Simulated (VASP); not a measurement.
Runs of VASP 6.6.1 on Bi. The structure is that of space group I4/mcm (No. 140), or close to it. The cells are those of the table. 

```tsv
level	potentials or basis	cell	gap on the mesh (eV)	pressure (GPa)	largest force (eV/Å)
LDA	VASP PAW LDA potentials, release 64 (Bi_d)	a = 6.623 Å, angles 95.6, 95.6, 143.7°, 4 atoms	none	(a)	0.15
r2SCAN	VASP PAW PBE potentials, release 64 (Bi_d)	a = 6.753 Å, angles 95.6, 95.6, 143.7°, 4 atoms	none	(b)	0.21
r2SCAN	VASP PAW PBE potentials, release 64 (Bi_d)	a = 6.488 Å, angles 95.6, 95.6, 143.7°, 4 atoms	none	2.0	0.18
r2SCAN	VASP PAW PBE potentials, release 64 (Bi_d)	a = 6.534 Å, angles 95.6, 95.6, 143.7°, 4 atoms	none	1.0	0.10
PBEsol	VASP PAW PBE potentials, release 64 (Bi_d)	a = 6.623 Å, angles 95.6, 95.6, 143.7°, 4 atoms	none	-1.9	0.12
```

Alike in all rows: task single point; no spin polarisation; k mesh 7 × 7 × 7; cutoff (eV) 520; smearing fermi-dirac 0.05 eV.

Q: Fill in the values left out.

A: (a) -2.7; (b) -2.6.

Caveats: spin-orbit coupling is left out, which moves the levels of the heavy elements; the PAW data sets were made with another functional, which shifts forces and pressure a little (at least some runs).

A k mesh can miss the band edges, and the runs leave out spin-orbit coupling on Bi.

A gap of «none» marks levels without a gap at the run's occupations.
